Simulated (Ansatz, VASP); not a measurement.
# Two plane-wave programs on RbBr

The input INCAR:

```
PREC = Accurate ; ENCUT = 520
EDIFF = 1E-6 ; ISMEAR = 0
SIGMA = 0.05 ; LREAL = False
LASPH = True ; NELM = 60
ALGO = Normal ; ISIF = 2
LWAVE = False ; LCHARG = True
GGA = PE ; LELF = True
LVHAR = True ; NBANDS = 15
```

Contents of KPOINTS:

```
Automatic mesh
0
Gamma
  6 6 6
```

The input POSCAR:

```
RbBr
1.0
    4.1371365051      0.0000000000      0.0000000000
    0.0000000000      4.1371365051      0.0000000000
    0.0000000000      0.0000000000      4.1929021031
Rb Br
1 1
Direct
    0.0000000000      0.0000000000      0.0000000000
    0.5000000000      0.5000000000      0.5000000000
```

Input for Ansatz:

```yaml
crystal:
  lattice:
    - [4.1371365051, 0.0, 0.0]
    - [0.0, 4.1371365051, 0.0]
    - [0.0, 0.0, 4.1929021031]
  atoms:
    - { symbol: Rb, position: [0.0, 0.0, 0.0] }
    - { symbol: Br, position: [0.5, 0.5, 0.5] }
basis:
  ecutwfc: 420
kpoints:
  mp_grid: { grid: [6, 6, 6] }
hamiltonian:
  xc: pbe
  pseudopotentials: { kind: paw }
scf:
  occupations: { method: gaussian, width: 0.05 }
output:
  forces: true
  stress: true
  eigenvalues: true
  write_density: true
  write_potential: true
  elf: true
  volumetric_format: npy
```

Change from the starting cell: mode 4 frozen in at +0.000 Å, equal normal strain along x and y -0.0133.

Alike in both runs: task single point; functional PBE; k mesh 6 × 6 × 6; occupations gaussian, width 0.05 eV; no spin polarisation.

|  | VASP | Ansatz |
| --- | --- | --- |
| version | VASP 6.6.1 | Ansatz 0.2.0 |
| potentials or method | VASP PAW PBE potentials, release 64 (Rb_sv, Br), cutoff 520 eV | scalar-relativistic, plane waves, PAW |
| valence electrons in the cell | 16 | 16 |

|  | VASP | Ansatz | Ansatz less VASP |
| --- | --- | --- | --- |
| gap on the k mesh at the Fermi level (eV) | 3.99 | 3.99 | +0.002 |
| least direct gap on the mesh (eV) | 4.14 | 4.14 | +0.001 |
| pressure (GPa) | 0.5 | 0.4 | -0.02 |
| traceless stress, the component that is largest in VASP (GPa) | -0.26 | -0.26 | 0.000 |
